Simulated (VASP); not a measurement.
A run of VASP 6.6.1 is set up as follows.

Contents of INCAR:

```
SYSTEM = SnPb2O3
PREC = Accurate ; ENCUT = 520
EDIFF = 1E-6 ; ISMEAR = 0
SIGMA = 0.02 ; LREAL = .False.
LASPH = .True. ; NELM = 80
ALGO = Normal ; ISIF = 2
LWAVE = .False. ; LCHARG = .False.
GGA = PE ; NBANDS = 72
```

Contents of KPOINTS:

```
regular mesh
0
Gamma
  8 8 2
  0 0 0
```

Contents of POSCAR:

```
SnPb2O3
1.0
    3.9871020000      0.0000000000      0.0000000000
    0.0000000000      3.9871020000      0.0000000000
    0.0000000000      0.0000000000     16.4079978000
Sn Pb O
2 4 6
Direct
    0.0000000000      0.5000000000      0.7413130000
    0.5000000000      0.0000000000      0.2586870000
    0.0000000000      0.5000000000      0.0740920000
    0.0000000000      0.5000000000      0.4012470000
    0.5000000000      0.0000000000      0.9259080000
    0.5000000000      0.0000000000      0.5987530000
    0.0000000000      0.0000000000      0.6733270000
    0.0000000000      0.0000000000      0.0000000000
    0.0000000000      0.0000000000      0.3266730000
    0.5000000000      0.5000000000      0.6733270000
    0.5000000000      0.5000000000      0.0000000000
    0.5000000000      0.5000000000      0.3266730000
```

Potentials or basis: VASP PAW PBE potentials, release 64 (Sn_d, Pb_d, O).

Command:

```console
$ cat potpaw_PBE.64/Sn_d/POTCAR potpaw_PBE.64/Pb_d/POTCAR potpaw_PBE.64/O/POTCAR > POTCAR
$ mpirun -np 1 vasp_std > vasp.out
```

Q: Predict the band gap on the k mesh.

A: 1.10 eV (least direct gap 1.12 eV).

Q: What does it give for the pressure?

A: 0.1 GPa.

Q: What does it give for the largest force?

A: 0.065 eV/Å.

Forces in eV/Å, atoms in the order of the input:
```
Sn   0.000  0.000  0.065
Sn   0.000  0.000 -0.065
Pb   0.000  0.000  0.041
Pb   0.000  0.000  0.040
Pb   0.000  0.000 -0.041
Pb   0.000  0.000 -0.040
O    0.000  0.000 -0.012
O    0.000  0.000  0.000
O    0.000  0.000  0.012
O    0.000  0.000 -0.012
O    0.000  0.000  0.000
O    0.000  0.000  0.012
```

Caveat: spin-orbit coupling is left out, which moves the levels of the heavy elements. A k mesh can miss the band edges.
